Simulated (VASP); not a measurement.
TiSi2:

```
CELL_PARAMETERS angstrom
4.37464 0.00000 0.00000
-2.18732 3.78855 0.00000
0.00000 0.00000 2.56101
ATOMIC_POSITIONS crystal
Ti 0.00000 0.00000 0.00000
Si 0.33333 0.66667 0.50000
Si 0.66667 0.33333 0.50000
```

- Program: VASP 6.6.1
- Task: relaxation of cell and atoms
- Functional: BLYP
- Potentials or basis: VASP PAW PBE potentials, release 64 (Ti_sv, Si)
- Cutoff: 600 eV
- k mesh: 7 × 7 × 10
- Occupations: fermi-dirac, width 0.05 eV
- Spin: no spin polarisation

At the start: pressure 6.9 GPa; volume 14.15 Å³/atom.

Task: Where does the relaxation end?

Result: Over 5 steps the energy falls by 20.2 meV/atom and the volume is 15.04 Å³/atom (+6.3 %); space group P6/mmm (No. 191, to 0.1 Å) before and after.

Step by step:
| step | energy change (eV) | largest force (eV/Å) | pressure (GPa) | volume (Å³) |
| --- | --- | --- | --- | --- |
| 1 | 0.0000 | 0.0003 | 6.86 | 42.45 |
| 2 | -0.0478 | 0.0001 | -2.45 | 46.28 |
| 3 | -0.0560 | 0.0001 | -0.20 | 45.14 |
| 4 | -0.0597 | 0.0001 | -0.11 | 45.13 |
| 5 | -0.0605 | 0.0000 | -0.03 | 45.12 |

Final structure:
```cif
data_structure
_symmetry_space_group_name_H-M 'P 1'
_symmetry_Int_Tables_number 1
_cell_length_a 4.5022
_cell_length_b 4.5022
_cell_length_c 2.5705
_cell_angle_alpha 90.000
_cell_angle_beta 90.000
_cell_angle_gamma 120.000
_cell_volume 45.12
loop_
_atom_site_label
_atom_site_type_symbol
_atom_site_fract_x
_atom_site_fract_y
_atom_site_fract_z
_atom_site_occupancy
Ti1 Ti 0.00000 0.00000 0.00000 1
Si1 Si 0.33333 0.66667 0.50000 1
Si2 Si 0.66667 0.33333 0.50000 1
```

Caveat: the PAW data sets were made with another functional, which shifts forces and pressure a little.
